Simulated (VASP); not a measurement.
## AlN: single point with LDA

The system is AlN.

```
Al N
1.0
     3.06298    0.00000    0.00000
    -1.53149    2.65262    0.00000
     0.00000    0.00000    4.90255
Al N
2 2
Cartesian
  -0.0285 1.7684 0.0075
  1.5600 0.8842 2.4587
  0.0254 1.7684 1.8800
  1.5061 0.8842 4.3313
```

```json
{
  "Program": "VASP 6.6.1",
  "Task": "single point",
  "Functional": "LDA",
  "Potentials or basis": "VASP PAW LDA potentials, release 64 (Al, N)",
  "Cutoff": "520 eV",
  "k mesh": "9 × 9 × 6",
  "Occupations": "gaussian, width 0.05 eV",
  "Spin": "no spin polarisation"
}
```

- Pressure: 6.2 GPa
- Largest force: 0.165 eV/Å
- Band gap on the k mesh: 4.64 eV, direct

Forces in eV/Å, atoms in the order of the input:
```
Al   0.165  0.004 -0.005
Al  -0.165 -0.004 -0.005
N   -0.069  0.002  0.005
N    0.069 -0.002  0.005
```

Stress tensor (GPa, compression positive):
```
 6.34 -0.06  0.00
-0.06  6.43  0.00
 0.00  0.00  5.97
```

Levels at points of the mesh, in eV from the valence-band top:
```tsv
k point	band 4	band 5	band 6	band 7	band 8	band 9	band 10	band 11	band 12	band 13
(0.00, 0.00, 0.00)	-0.92	-0.89	-0.29	-0.19	0.00	4.64	6.95	10.84	11.16	11.39
(0.00, 0.00, 0.50)	-3.42	-0.59	-0.59	-0.57	-0.57	6.82	6.82	10.52	10.52	11.59
```

Run time: 28 s on 1 thread of Intel(R) Xeon(R) 6975P-C (Granite Rapids), on a shared host, peak memory 0.2 GiB.

A k mesh can miss the band edges. As with any semilocal functional, this LDA gap is likely too small.
